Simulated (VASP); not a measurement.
# Mg (I4/mmm) in VASP: notebook

The runs below take Mg through single point, with PBEsol.

All numbers are computed with VASP 6.6.1; they aren't measurements. Logs are shortened: lines on timing, memory, paths and dates and some standing lists are left out, and cuts for length are marked.

## Step 1: The cell of the first run

Symmetry: I4/mmm, No. 139, tetragonal system. The conventional cell has a = 3.702 Å, b = 3.702 Å, c = 3.387 Å, α = 90.00°, β = 90.00°, γ = 90.00°. Within 4.1 Å of Mg (site symmetry 4/mmm) lie 14 Mg at 3.12 to 3.70 Å.

## Step 2: Single point, PBEsol (volume scaled by 1.025)

Contents of INCAR:

```
SYSTEM = Mg
PREC = Accurate
ENCUT = 520
EDIFF = 1E-6
ISMEAR = -1
SIGMA = 0.05
LREAL = .False.
LASPH = .True.
NELM = 80
ALGO = Normal
ISIF = 2
LWAVE = .False.
LCHARG = .False.
GGA = PS
NBANDS = 7
```

Contents of KPOINTS:

```
Automatic mesh
0
Gamma
  15 15 15
  0 0 0
```

Contents of POSCAR:

```
Mg
1.0
   -1.8511658027      1.8511658027      1.6932840215
    1.8511658027     -1.8511658027      1.6932840215
    1.8511658027      1.8511658027     -1.6932840215
Mg
1
Direct
    0.0000000000      0.0000000000      0.0000000000
```

Potentials or basis: VASP PAW PBE potentials, release 64 (Mg).

Command:

```console
$ cat potpaw_PBE.64/Mg/POTCAR > POTCAR
$ mpirun -np 1 vasp_std > vasp.out
```

OUTCAR:

```text
SYSTEM = Mg
   PREC = Accurate
   ENCUT = 520
   EDIFF = 1E-6
   ISMEAR = -1
   LREAL = .False.
   LASPH = .True.
   NELM = 80
   ISIF = 2
   GGA = PS

 ion  position               nearest neighbor table
   1  0.000  0.000  0.000-

  LATTYP: Found a body centered tetragonal cell.
 ALAT       =     3.7023316054
 C/A-ratio  =     0.9147122419

  Lattice vectors:

 A1 = (  -1.8511658027,   1.8511658027,   1.6932840215)
 A2 = (   1.8511658027,  -1.8511658027,   1.6932840215)
 A3 = (   1.8511658027,   1.8511658027,  -1.6932840215)

Analysis of symmetry for initial positions (statically):
=====================================================================
 Subroutine PRICEL returns:
 Original cell was already a primitive cell.

 Routine SETGRP: Setting up the symmetry group for a
 body centered tetragonal supercell.

 Subroutine GETGRP returns: Found 16 space group operations
 (whereof 16 operations were pure point group operations)
 out of a pool of 16 trial point group operations.

The static configuration has the point symmetry D_4h.

Analysis of symmetry for dynamics (positions and initial velocities):
=====================================================================
 Subroutine PRICEL returns:
 Original cell was already a primitive cell.

 Routine SETGRP: Setting up the symmetry group for a
 body centered tetragonal supercell.

 Subroutine GETGRP returns: Found 16 space group operations
 (whereof 16 operations were pure point group operations)
 out of a pool of 16 trial point group operations.

The dynamic configuration has the point symmetry D_4h.

 Subroutine INISYM returns: Found 16 space group operations
 (whereof 16 operations are pure point group operations),
 and found     1 'primitive' translations

----------------------------------------------------------------------------------------

                                     Primitive cell

  volume of cell :      23.2103

  direct lattice vectors                    reciprocal lattice vectors
    -1.851165803  1.851165803  1.693284022     0.000000000  0.270100063  0.295284190
     1.851165803 -1.851165803  1.693284022     0.270100063  0.000000000  0.295284190
     1.851165803  1.851165803 -1.693284022     0.270100063  0.270100063  0.000000000

  length of vectors
     3.117826236  3.117826236  3.117826236     0.400183454  0.400183454  0.381979172

  position of ions in fractional coordinates (direct lattice)
     0.000000000  0.000000000  0.000000000

  ion indices of the primitive-cell ions
   primitive index   ion index
                 1           1

----------------------------------------------------------------------------------------

 KPOINTS: Automatic mesh

Automatic generation of k-mesh.
 Grid dimensions read from file:
 generate k-points for:   15   15   15

 Generating k-lattice:

  Cartesian coordinates                     Fractional coordinates (reciprocal lattice)
     0.000000000  0.018006671  0.019685613     0.066666667  0.000000000  0.000000000
     0.018006671  0.000000000  0.019685613     0.000000000  0.066666667  0.000000000
     0.018006671  0.018006671  0.000000000     0.000000000  0.000000000  0.066666667

  Length of vectors
     0.026678897  0.026678897  0.025465278

  Shift w.r.t. Gamma in fractional coordinates (k-lattice)
     0.000000000  0.000000000  0.000000000

 Subroutine IBZKPT returns following result:
 ===========================================

 Found    288 irreducible k-points:

 Following reciprocal coordinates:
            Coordinates               Weight
  0.000000  0.000000  0.000000      1.000000
  0.066667 -0.000000  0.000000      8.000000
  0.133333 -0.000000  0.000000      8.000000
  0.200000 -0.000000  0.000000      8.000000
  0.266667 -0.000000  0.000000      8.000000
  0.333333 -0.000000  0.000000      8.000000
[... 16 lines left out ...]
  0.133333  0.133333  0.000000      8.000000
  0.200000  0.133333  0.000000     16.000000
 [... further k-points ...]
   k-points           NKPTS =    288   k-points in BZ     NKDIM =    288   number of bands    NBANDS=      7
   number of dos      NEDOS =    301   number of ions     NIONS =      1
   total plane-waves  NPLWV =  13824
   dimension x,y,z NGX =    24 NGY =   24 NGZ =   24
   dimension x,y,z NGXF=    48 NGYF=   48 NGZF=   48
   ions per type =               1
   NGX,Y,Z   is equivalent  to a cutoff of  12.80, 12.80, 12.80 a.u.
   NGXF,Y,Z  is equivalent  to a cutoff of  25.59, 25.59, 25.59 a.u.
 SYSTEM =  Mg
   PREC   = accura    normal or accurate (medium, high low for compatibility)
   ISTART =      0    job   : 0-new  1-cont  2-samecut
   ICHARG =      2    charge: 1-file 2-atom 10-const
   ISPIN  =      1    spin polarized calculation?
   LNONCOLLINEAR =      F non collinear calculations
   LSORBIT =      F    spin-orbit coupling
   LASPH  =      T    aspherical Exc in radial PAW
   ENCUT  =  520.0 eV  38.22 Ry    6.18 a.u.   5.80  5.80  5.80*2*pi/ulx,y,z
   NELM   =     80;   NELMIN=  2; NELMDL= -5     # of ELM steps
   EDIFF  = 0.1E-05   stopping-criterion for ELM
   LREAL  =      F    real-space projection
   EDIFFG = 0.1E-04   stopping-criterion for IOM
   NSW    =      0    number of steps for IOM
   IBRION =     -1    ionic relax: 0-MD 1-quasi-New 2-CG
   NFREE  =      0    steps in history (QN), initial steepest desc. (CG)
   ISIF   =      2    stress and relaxation
   ISYM   =      2    0-nonsym 1-usesym 2-fastsym
   POTIM  = 0.5000    time-step for ionic-motion
   TEBEG  =    0.0;   TEEND  =   0.0 temperature during run
   PSTRESS=    0.0 pullay stress
   NELECT =       2.0000    total number of electrons
   NUPDOWN=      -1.0000    fix difference up-down
   EMIN   =  10.00;   EMAX   =-10.00  energy-range for DOS
   EFERMI =   0.00;   METHOD = LEGACY
   ISMEAR =    -1;   SIGMA  =   0.05  broadening in eV -4-tet -1-fermi 0-gaus
   EFERMI_NEDOS =   21; number of points for ismear=-14 and -15
   IALGO  =     38    algorithm
   IMIX   =      4    mixing-type and parameters
     AMIX     =   0.40;   BMIX     =  1.00
     AMIX_MAG =   1.60;   BMIX_MAG =  1.00
  volume/ion in A,a.u.               =      23.21       156.63
  Fermi-wavevector in a.u.,A,eV,Ry     =   0.723088  1.366439  7.113898  0.522857
  Thomas-Fermi vector in A             =   1.813216
   LORBIT       =      0    0 simple, 1 ext, 2 COOP (PROOUT), +10 PAW based schemes
   GGA     = PS    functional components
   LHFCALC =     F    Hartree Fock is set to
   AEXX    =    0.0000 exact exchange contribution
   IVDW    =     0    specifies the selected vdW correction
   LEPSILON=     F    determine dielectric tensor
   LRPA    =     F    only Hartree local field effects (RPA)
 non-spin polarized calculation
  energy-cutoff  :      520.00
  volume of cell :       23.21
 maximum number of plane-waves:       638
   NGX = 11   NGY = 11   NGZ = 11

 number of electron       2.0000000 magnetization

 Free energy of the ion-electron system (eV)
  ---------------------------------------------------
  ext. energy  EPLUGINS =         0.00000000
  ---------------------------------------------------
  free energy    TOTEN  =        -1.69099426 eV

  energy without entropy =       -1.68624850  energy(sigma->0) =       -1.68862138

 E-fermi :   2.5808     XC(G=0):  -8.5015

 val. band max:        2.5718313197   @ k =   0.4000   0.2000   0.0000
 cond. band min:       2.5892352675   @ k =   0.4000   0.0667   0.0667
 fundamental gap:      0.0174039477
 Fermi energy:         2.5807684333

 k-point     1 :       0.0000    0.0000    0.0000
  band No.  band energies     occupation
      1      -4.3439      2.00000
      2      14.3504      0.00000
      3      16.1712      0.00000
      4      16.1712      0.00000
      5      16.5108      0.00000
      6      16.6369      0.00000
      7      16.6369      0.00000

 k-point     2 :       0.0667   -0.0000    0.0000
  band No.  band energies     occupation
      1      -4.2365      2.00000
      2      13.8624      0.00000
      3      14.8458      0.00000
      4      15.5278      0.00000
      5      15.5736      0.00000
      6      17.3237      0.00000
      7      17.3403      0.00000

 k-point     3 :       0.1333   -0.0000    0.0000
  band No.  band energies     occupation
      1      -3.9150      2.00000
      2      12.5396      0.00000
      3      13.0346      0.00000
      4      14.4599      0.00000
      5      14.6451      0.00000
      6      16.5161      0.00000
      7      18.1179      0.00000

 k-point     4 :       0.2000   -0.0000    0.0000
  band No.  band energies     occupation
      1      -3.3816      2.00000
      2      10.2139      0.00000
      3      12.2671      0.00000
      4      13.4652      0.00000
      5      13.8260      0.00000
      6      15.6914      0.00000
      7      18.5947      0.00000

 k-point     5 :       0.2667   -0.0000    0.0000
  band No.  band energies     occupation
      1      -2.6399      2.00000
      2       8.0077      0.00000
      3      11.6360      0.00000
      4      12.6410      0.00000
      5      13.1601      0.00000
      6      14.9654      0.00000
      7      19.0853      0.00000

 k-point     6 :       0.3333   -0.0000    0.0000
  band No.  band energies     occupation
      1      -1.6950      2.00000
      2       5.9563      0.00000
      3      11.1590      0.00000
      4      12.0133      0.00000
      5      12.6612      0.00000
      6      14.3771      0.00000
      7      19.6962      0.00000

 k-point     7 :       0.4000   -0.0000    0.0000
  band No.  band energies     occupation
      1      -0.5553      2.00000
      2       4.0770      0.00000
      3      10.8405      0.00000
      4      11.5915      0.00000
      5      12.3314      0.00000
      6      13.9628      0.00000
      7      20.4345      0.00000
[... 121 lines left out ...]
 k-point    20 :      -0.2000    0.0667   -0.0000
  band No.  band energies     occupation
      1      -3.6231      2.00000
      2      11.1551      0.00000
      3      11.7389      0.00000
      4      13.9672      0.00000
      5      14.6197      0.00000
      6      17.1888      0.00000
      7      18.1181      0.00000

 k-point    21 :      -0.1333    0.0667   -0.0000
  band No.  band energies     occupation
      1      -4.0411      2.00000
      2      12.1927      0.00000
      3      13.9176      0.00000
      4      14.9480      0.00000
      5      15.4215      0.00000
      6      17.2368      0.00000
      7      17.7081      0.00000

 k-point    22 :      -0.0667    0.0667    0.0000
  band No.  band energies     occupation
      1      -4.2460      2.00000
      2      13.1881      0.00000
      3      15.7312      0.00000
      4      15.7393      0.00000
      5      15.7946      0.00000
      6      16.6858      0.00000
      7      17.5945      0.00000

 k-point    23 :       0.1333    0.1333    0.0000
  band No.  band energies     occupation
      1      -3.0254      2.00000
      2      10.0603      0.00000
      3      10.4283      0.00000
      4      12.1604      0.00000
      5      15.6391      0.00000
      6      15.7991      0.00000
      7      17.7439      0.00000

 k-point    24 :       0.2000    0.1333    0.0000
  band No.  band energies     occupation
      1      -2.2678      2.00000
      2       8.0464      0.00000
      3       9.4163      0.00000
      4      11.5848      0.00000
      5      14.9736      0.00000
      6      16.0221      0.00000
      7      17.7516      0.00000

 [... further k-points ...]

------------------------ aborting loop because EDIFF is reached ----------------------------------------

  FORCE on cell =-STRESS in cart. coord.  units (eV):
  Direction    XX          YY          ZZ          XY          YZ          ZX
  --------------------------------------------------------------------------------------
  -------------------------------------------------------------------------------------
  Total       -0.1653747     -0.1653747     -0.1255906      0.0000000      0.0000000      0.0000000
  in kB      -11.4156143    -11.4156143     -8.6693649      0.0000000      0.0000000      0.0000000
  external PRESSURE =     -10.5001978 kB  Pullay stress =       0.0000000 kB

 VOLUME and BASIS-vectors are now :
 -----------------------------------------------------------------------------
  energy-cutoff  :      520.00
  volume of cell :       23.21
      direct lattice vectors                 reciprocal lattice vectors
    -1.851165803  1.851165803  1.693284022     0.000000000  0.270100063  0.295284190
     1.851165803 -1.851165803  1.693284022     0.270100063  0.000000000  0.295284190
     1.851165803  1.851165803 -1.693284022     0.270100063  0.270100063  0.000000000

 POSITION                                       TOTAL-FORCE (eV/Angst)
 -----------------------------------------------------------------------------------
      0.00000      0.00000      0.00000         0.000000     -0.000000      0.000000
 -----------------------------------------------------------------------------------
    total drift:                                0.000000     -0.000000      0.000000

  FREE ENERGIE OF THE ION-ELECTRON SYSTEM (eV)
  ---------------------------------------------------
  free  energy   TOTEN  =        -1.6909942575 eV

  energy  without entropy=       -1.6862485003  energy(sigma->0) =       -1.68862138
```

It took 10 s on 1 thread of Intel Xeon 6975P-C (Granite Rapids), shared host; peak memory 0.17 GiB.

Results:

| Item | Value |
| --- | --- |
| Free energy | -1.6910 eV |
| Pressure | -1.1 GPa |
| Band gap on the k mesh | zero (band 1 reaches 5.76 eV, above the bottom of band 2 at 1.31 eV) |

Levels at points of the mesh, in eV from the Fermi level:
```tsv
k point	band 1	band 2	band 3	band 4	band 5
(0.00, 0.00, 0.00)	-6.92	11.77	13.59	13.59	13.93
```

Caveat: the PAW data sets were made with another functional, which shifts forces and pressure a little.

## Step 3: Single point, PBEsol (volume scaled by 1.05)

Contents of INCAR:

```
SYSTEM = Mg
ALGO = Normal ; EDIFF = 1E-6
ENCUT = 520 ; GGA = PS
ISIF = 2 ; ISMEAR = -1
LASPH = .TRUE. ; LCHARG = .FALSE.
LREAL = .FALSE. ; LWAVE = .FALSE.
NBANDS = 7 ; NELM = 100
PREC = Accurate ; SIGMA = 0.05
```

Contents of KPOINTS:

```
k-points
0
G
  15 15 15
  0 0 0
```

Contents of POSCAR:

```
Mg
1.0
   -1.8660952039      1.8660952039      1.7069401276
    1.8660952039     -1.8660952039      1.7069401276
    1.8660952039      1.8660952039     -1.7069401276
Mg
1
Direct
    0.0000000000      0.0000000000      0.0000000000
```

Potentials or basis: VASP PAW PBE potentials, release 64 (Mg).

Command:

```console
$ cat potpaw_PBE.64/Mg/POTCAR > POTCAR
$ mpirun -np 1 vasp_std > vasp.out
```

Run time: 10 s. Hardware: 1 thread of Intel Xeon 6975P-C (Granite Rapids), shared host; peak memory 0.17 GiB.

The run converged. Its results:

| Item | Value |
| --- | --- |
| Free energy | -1.6859 eV |
| Pressure | -1.8 GPa |
| Band gap on the k mesh | zero (band 1 reaches 5.58 eV, above the bottom of band 2 at 1.18 eV) |

Stress tensor (GPa, compression positive):
```
-1.86  0.00  0.00
 0.00 -1.86  0.00
 0.00  0.00 -1.67
```

Levels at points of the mesh, in eV from the Fermi level:
```csv
k point,band 1,band 2,band 3,band 4,band 5,band 6
"(0.00, 0.00, 0.00)",-6.82,11.63,13.42,13.42,13.76,13.79
```

Caveat: the PAW data sets were made with another functional, which shifts forces and pressure a little.
